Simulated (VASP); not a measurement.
Set up this calculation in VASP 6.6.1, as the native input.

* Task: single point
* Functional: PBEsol
* Potentials or basis: VASP PAW PBE potentials, release 64 (C)
* Cutoff: 520 eV
* k mesh: 12 × 9 × 1
* Occupations: fermi-dirac, width 0.02 eV
* Spin: no spin polarisation
* Dipole correction: no
* Further INCAR settings: ALGO = Normal; EDIFF = 1e-06; NBANDS = 21

The structure of C lies in POSCAR:

```
C
1.0
    2.5129203137      0.0000000000      0.0000000000
    0.0000000000      3.5538059888      0.0000000000
    0.0000000000      0.0000000000     18.5129000000
C
6
Direct
    0.7500000000      0.0974713256      0.4387512624
    0.2500000000      0.9025286744      0.4387512624
    0.2500000000      0.6105777390      0.4999999986
    0.7500000000      0.3894222610      0.4999999986
    0.7500000000      0.0974713280      0.5612487390
    0.2500000000      0.9025286720      0.5612487390
```

One way to write it, as run:

INCAR

```
ALGO = Normal
EDIFF = 1E-6
ENCUT = 520
GGA = PS
ISIF = 2
ISMEAR = -1
LASPH = True
LCHARG = True
LELF = True
LREAL = False
LVHAR = True
LWAVE = False
NBANDS = 21
NELM = 100
PREC = Accurate
SIGMA = 0.02
```

KPOINTS

```
k-points
0
Gamma
  12 9 1
```

Potentials or basis: VASP PAW PBE potentials, release 64 (C).

Launch:

```bash
$ cat potpaw_PBE.64/C/POTCAR > POTCAR
$ mpirun -np 1 vasp_std > vasp.out
```

Results of the run:

```json
{"Largest force": "0.044 eV/Å", "Band gap on the k mesh": "zero (band 12 reaches -2.02 eV, above the bottom of band 13 at -2.91 eV)"}
```

Caveat: the PAW data sets were made with another functional, which shifts forces and pressure a little.

Run time: 77 s on 1 thread of Intel(R) Xeon(R) 6975P-C (Granite Rapids), with other jobs on the host, peak memory 0.28 GiB.
